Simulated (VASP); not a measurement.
Wanted: the native input for a VASP 6.6.1 run.

```
Task                   : single point
Functional             : PBE
Potentials or basis    : VASP PAW PBE potentials, release 64 (In_d, Rh_pv)
Cutoff                 : 520 eV
k mesh                 : 6 × 6 × 2
Occupations            : gaussian, width 0.1 eV
Spin                   : no spin polarisation
Dipole correction      : no
Further INCAR settings : ALGO = Normal; EDIFF = 1e-06; NBANDS = 28
```

The structure of In2Rh lies in POSCAR:

```
In2Rh
1.0
    2.7309164900      0.0000000000      0.0000000000
   -1.3654582500      2.3650430600      0.0000000000
    0.0000000000      0.0000000000     13.3320005800
In Rh
2 1
Direct
    0.3333333300      0.6666666700      0.8968331200
    0.3333333300      0.6666666700      0.1031668800
    0.0000000000      0.0000000000      0.0000000000
```

The input as run:

INCAR

```
SYSTEM = In2Rh
  PREC = Accurate
  ENCUT = 520
  EDIFF = 1E-6
  ISMEAR = 0
  SIGMA = 0.1
  LREAL = .FALSE.
  LASPH = .TRUE.
  NELM = 100
  ALGO = Normal
  ISIF = 2
  LWAVE = .FALSE.
  LCHARG = .FALSE.
  GGA = PE
  NBANDS = 28
```

KPOINTS

```
regular mesh
0
G
  6 6 2
  0 0 0
```

Potentials or basis: VASP PAW PBE potentials, release 64 (In_d, Rh_pv).

Launch:

```bash
$ cat potpaw_PBE.64/In_d/POTCAR potpaw_PBE.64/Rh_pv/POTCAR > POTCAR
$ mpirun -np 1 vasp_std > vasp.out
```

It gave:

| Item | Value |
| --- | --- |
| Largest force | 27.944 eV/Å |

Caveat: the k points lie up to 0.44 Å⁻¹ apart.

Run time: 53 s on 1 thread of Intel Xeon 6975P-C, on a shared host, peak memory 0.2 GiB.
